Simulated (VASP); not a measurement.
**Tl: single point with PBEsol**

Crystal: Tl.

```
Tl
1.0
     2.79436   -4.18330    0.00000
     2.79436    4.18330    0.00000
     0.00000    0.00000    5.59841
Tl
4
Direct
  0.16271 0.83729 0.11931
  0.66271 0.33729 0.38069
  0.83729 0.16271 0.88069
  0.33729 0.66271 0.61931
```

```json
{
  "Program": "VASP 6.6.1",
  "Task": "single point",
  "Functional": "PBEsol",
  "Potentials or basis": "VASP PAW PBE potentials, release 64 (Tl_d)",
  "Cutoff": "520 eV",
  "k mesh": "4 × 4 × 4",
  "Occupations": "gaussian, width 0.1 eV",
  "Spin": "no spin polarisation",
  "Dipole correction": "no",
  "Further INCAR settings": "ALGO = Normal; EDIFF = 1e-06; NBANDS = 34"
}
```

```
Pressure               : -0.1 GPa
Largest force          : 0.026 eV/Å
Band gap on the k mesh : zero (band 26 reaches 5.81 eV, above the bottom of band 27 at 4.24 eV)
```

Forces in eV/Å, atoms in the order of the input:
```
Tl   0.000 -0.003  0.026
Tl   0.000 -0.003 -0.026
Tl   0.000  0.003 -0.026
Tl   0.000  0.003  0.026
```

Stress tensor (GPa, compression positive):
```
-0.29  0.00  0.00
 0.00 -0.14  0.00
 0.00  0.00  0.07
```

Levels at points of the mesh, in eV from the Fermi level:
| k point | band 22 | band 23 | band 24 | band 25 | band 26 | band 27 | band 28 | band 29 | band 30 | band 31 |
| --- | --- | --- | --- | --- | --- | --- | --- | --- | --- | --- |
| (0.00, 0.00, 0.00) | -4.95 | -4.39 | -3.59 | -0.96 | 0.82 | 1.04 | 1.39 | 1.47 | 2.89 | 4.23 |
| (0.50, 0.00, 0.00) | -7.75 | -3.96 | -3.96 | -1.11 | -1.11 | 0.85 | 0.85 | 3.32 | 3.32 | 4.58 |
| (0.50, 0.50, 0.00) | -6.36 | -5.24 | -2.72 | -2.38 | -1.00 | 1.06 | 1.29 | 1.59 | 2.09 | 3.13 |
| (0.00, 0.00, 0.50) | -8.28 | -2.78 | -2.78 | 0.25 | 0.25 | 0.65 | 0.65 | 2.24 | 2.24 | 4.43 |
| (0.50, 0.00, 0.50) | -6.87 | -5.86 | -5.86 | -0.31 | -0.31 | 0.66 | 0.66 | 4.91 | 4.91 | 4.96 |
| (0.50, 0.50, 0.50) | -6.87 | -5.00 | -5.00 | -1.38 | -1.38 | -0.75 | -0.75 | 4.60 | 4.60 | 6.10 |

Run time: 88 s on 1 thread of Oxide Virtual Turin-like Processor (shared host), peak memory 0.23 GiB.

Caveat: the PAW data sets were made with another functional, which shifts forces and pressure a little; spin-orbit coupling is left out, which moves the levels of the heavy elements.
